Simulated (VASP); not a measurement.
Wanted: the native input for a VASP 6.6.1 run.

| Item | Value |
| --- | --- |
| Task | single point |
| Functional | LDA |
| Potentials or basis | VASP PAW LDA potentials, release 64 (Al, N) |
| Cutoff | 520 eV |
| k mesh | 7 × 7 × 4 |
| Occupations | gaussian, width 0.01 eV |
| Spin | no spin polarisation |
| Dipole correction | no |
| Further INCAR settings | ALGO = Normal; EDIFF = 1e-06; NBANDS = 16 |

The structure of AlN lies in POSCAR:

```
AlN
1.0
    3.1938930732      0.0000000000      0.0000000000
   -1.5969465366      2.7659924543      0.0000000000
    0.0000000000      0.0000000000      5.1104341142
Al N
2 2
Direct
    0.3333333333      0.6666666667      0.0000000000
    0.6666666667      0.3333333333      0.5000000000
    0.3333333333      0.6666666667      0.3800000000
    0.6666666667      0.3333333333      0.8800000000
```

These files were run (other wordings do the same):

INCAR

```
SYSTEM = AlN
PREC = Accurate ; ENCUT = 520
EDIFF = 1E-6 ; ISMEAR = 0
SIGMA = 0.01 ; LREAL = .FALSE.
LASPH = .TRUE. ; NELM = 80
ALGO = Normal ; ISIF = 2
LWAVE = .FALSE. ; LCHARG = .FALSE.
GGA = CA ; NBANDS = 16
```

KPOINTS

```
Automatic mesh
0
G
  7 7 4
  0 0 0
```

Potentials or basis: VASP PAW LDA potentials, release 64 (Al, N).

Run with:

```console
$ cat potpaw_LDA.64/Al/POTCAR potpaw_LDA.64/N/POTCAR > POTCAR
$ mpirun -np 1 vasp_std > vasp.out
```

It gave:

The pressure is -17.0 GPa and the largest force is 0.067 eV/Å. The band gap on the k mesh is 3.58 eV, direct.

It took 7.3 s on 1 thread of AMD EPYC 9R45 96-Core Processor (Zen 5), with other jobs on the host, peak memory 0.11 GiB.
